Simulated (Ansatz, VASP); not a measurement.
One calculation of Al2O3, two programs

```
CELL_PARAMETERS angstrom
5.08915 0.00000 0.00000
0.00000 10.47982 0.00000
0.00000 0.00000 2.90468
ATOMIC_POSITIONS crystal
Al 0.43174 0.32956 0.50000
Al 0.56826 0.67044 0.50000
Al 0.93174 0.17044 0.00000
Al 0.06826 0.82956 0.00000
O 0.75455 0.22696 0.50000
O 0.00000 0.00000 0.00000
O 0.74545 0.72696 0.00000
O 0.25455 0.27304 0.00000
O 0.24545 0.77304 0.50000
O 0.50000 0.50000 0.50000
```

Change from the starting cell: strain +0.080 along x and y, -0.040 along z, atoms carried along.

Alike in both runs: task single point; functional PBE; k mesh 6 × 4 × 8; occupations gaussian, width 0.05 eV; no spin polarisation.

```csv
,VASP,Ansatz
version,VASP 6.6.1,Ansatz 0.2.0
potentials or method,"VASP PAW PBE potentials, release 64 (Al, O), cutoff 520 eV","scalar-relativistic, plane waves, PAW"
valence electrons in the cell,48,48
```

VASP gave:

```
gap on the k mesh at the Fermi level (eV)                     : 1.78
least direct gap on the mesh (eV)                             : 1.78
pressure (GPa)                                                : -11.9
traceless stress, the component that is largest in VASP (GPa) : 16.71
rms of the force components (eV/Å)                            : 0.658
```

Task: Estimate Ansatz's values.

Result: gap on the k mesh at the Fermi level (eV): 1.79; least direct gap on the mesh (eV): 1.79; pressure (GPa): -11.8; traceless stress, the component that is largest in VASP (GPa): 16.63; rms of the force components (eV/Å): 0.658.

Atom by atom the forces differ by 0.008 eV/Å (rms over components).
